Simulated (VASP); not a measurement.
Here is a VASP 6.6.1 calculation.

File POSCAR:

```
Zn
1.0
   -1.5690370000      1.5690370000      1.5690370000
    1.5690370000     -1.5690370000      1.5690370000
    1.5690370000      1.5690370000     -1.5690370000
Zn
1
Direct
    0.0000000000      0.0000000000      0.0000000000
```

INCAR.step1

```
PREC = Accurate
ENCUT = 550
ISMEAR = 0
SIGMA = 0.1
LREAL = False
LASPH = True
NELM = 120
NBANDS = 12
GGA = PE
ALGO = Normal
EDIFF = 1E-5
LWAVE = True
LCHARG = False
GGA_COMPAT = False
```

File INCAR.step2:

```
PREC = Accurate
ENCUT = 550
EDIFF = 1E-6
ISMEAR = 0
SIGMA = 0.1
LREAL = False
LASPH = True
NELM = 120
ALGO = Normal
ISIF = 2
LWAVE = False
LCHARG = False
METAGGA = R2SCAN
LMIXTAU = True
NBANDS = 12
ISTART = 1
GGA_COMPAT = False
```

The input KPOINTS:

```
regular mesh
0
Gamma
  8 8 8
```

Potentials or basis: VASP PAW PBE potentials, release 64 (Zn).

Launch:

```bash
$ cat potpaw_PBE.64/Zn/POTCAR > POTCAR
$ cp INCAR.step1 INCAR
$ mpirun -np 1 vasp_std > vasp.out
$ cp INCAR.step2 INCAR
$ mpirun -np 1 vasp_std > vasp.out
```

**Question.** Predict the pressure.

**Answer.** -5.5 GPa.

**Question.** What does it give for the band gap on the k mesh?

**Answer.** Zero (band 6 reaches 7.42 eV, above the bottom of band 7 at 2.02 eV).

Caveat: the PAW data sets were made with another functional, which shifts forces and pressure a little.
